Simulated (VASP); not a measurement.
Runs of VASP 6.6.1 on Co. The structure is that of space group P6_3/mmc (No. 194), or close to it. The cells are those of the table. 

```csv
spin,cell,k mesh,smearing,gap on the mesh (eV),pressure (GPa)
"collinear, ferromagnetic start","a = 2.414, b = 2.414, c = 3.900 Å, angles 90.0, 90.0, 120.0°, 2 atoms",23 × 23 × 13,fermi-dirac 0.05 eV,none,(a)
off,"a = 2.445, b = 2.445, c = 3.939 Å, angles 90.0, 90.0, 120.0°, 2 atoms",24 × 24 × 13,fermi-dirac 0.1 eV,none,9.6
off,"a = 2.375, b = 2.375, c = 3.826 Å, angles 90.0, 90.0, 120.0°, 2 atoms",24 × 24 × 13,fermi-dirac 0.1 eV,none,38.4
off,"a = 2.478, b = 2.478, c = 3.993 Å, angles 90.0, 90.0, 120.0°, 2 atoms",14 × 14 × 8,fermi-dirac 0.1 eV,none,-0.5
```

Alike in all rows: task single point; level RPBE; potentials or basis VASP PAW PBE potentials, release 64 (Co); cutoff (eV) 520.

**Question.** Estimate the missing entries.

**Answer.** (a) 32.0.

Caveats: the PAW data sets were made with another functional, which shifts forces and pressure a little; the cell stands under pressure (at least some runs).

A gap of «none» marks levels without a gap at the run's occupations.
